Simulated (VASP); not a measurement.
Write the native input for VASP 6.6.1 that does the following.

```yaml
Task: single point
Functional: PBE
Potentials_or_basis: VASP PAW PBE potentials, release 64 (Ti_sv)
Cutoff: 520 eV
k_mesh: 6 × 6 × 4
Occupations: fermi-dirac, width 0.1 eV
Spin: no spin polarisation
Dipole_correction: no
Further_INCAR_settings: ALGO = Normal; EDIFF = 1e-06; NBANDS = 19
```

The structure of Ti lies in POSCAR:

```
Ti
1.0
    2.9390756844      0.0000000000      0.0000000000
   -1.4695378422      2.5453142064      0.0000000000
    0.0000000000      0.0000000000      4.6559893251
Ti
2
Direct
    0.3333333333      0.6666666667      0.2500000000
    0.6666666667      0.3333333333      0.7500000000
```

These files were run (other wordings do the same):

INCAR

```
PREC = Accurate ; ENCUT = 520
EDIFF = 1E-6 ; ISMEAR = -1
SIGMA = 0.1 ; LREAL = False
LASPH = True ; NELM = 100
ALGO = Normal ; ISIF = 2
LWAVE = False ; LCHARG = True
GGA = PE ; LELF = True
LVHAR = True ; NBANDS = 19
```

KPOINTS

```
Automatic mesh
0
Gamma
  6 6 4
```

Potentials or basis: VASP PAW PBE potentials, release 64 (Ti_sv).

Run with:

```console
$ cat potpaw_PBE.64/Ti_sv/POTCAR > POTCAR
$ mpirun -np 1 vasp_std > vasp.out
```

It gave:

- Pressure: -0.2 GPa
- Band gap on the k mesh: zero (band 12 reaches 9.08 eV, above the bottom of band 13 at 8.09 eV)

Caveat: the k points lie up to 0.41 Å⁻¹ apart.

Run time: 10 s on 1 thread of Intel Xeon 6975P-C (shared host), peak memory 0.15 GiB.
